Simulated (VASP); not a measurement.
Write the native input for VASP 6.6.1 that does the following.

```yaml
Task: single point
Functional: LDA
Potentials_or_basis: VASP PAW LDA potentials, release 64 (Cu)
Cutoff: 520 eV
k_mesh: 20 × 20 × 20
Occupations: gaussian, width 0.1 eV
Spin: no spin polarisation
Dipole_correction: no
Further_INCAR_settings: ALGO = Normal; EDIFF = 1e-06; NBANDS = 12
```

The structure of Cu lies in POSCAR:

```
Cu
1.0
   -1.4273957576      1.4273957576      1.3410790181
    1.4273957576     -1.4273957576      1.3410790181
    1.4273957576      1.4273957576     -1.3410790181
Cu
1
Direct
    0.0000000000      0.0000000000      0.0000000000
```

These files were run (other wordings do the same):

INCAR

```
SYSTEM = Cu
PREC = Accurate
ENCUT = 520
EDIFF = 1E-6
ISMEAR = 0
SIGMA = 0.1
LREAL = .FALSE.
LASPH = .TRUE.
NELM = 60
ALGO = Normal
ISIF = 2
LWAVE = .FALSE.
LCHARG = .FALSE.
NBANDS = 12
```

KPOINTS

```
Automatic mesh
0
G
  20 20 20
  0 0 0
```

Potentials or basis: VASP PAW LDA potentials, release 64 (Cu).

Command:

```console
$ cat potpaw_LDA.64/Cu/POTCAR > POTCAR
$ mpirun -np 1 vasp_std > vasp.out
```

It gave:

| Property | Result |
| --- | --- |
| Pressure | 0.9 GPa |

It took 49 s on 1 thread of Intel(R) Xeon(R) Platinum 8259CL CPU @ 2.50GHz (Skylake/Cascade Lake), on a shared host, peak memory 0.18 GiB.
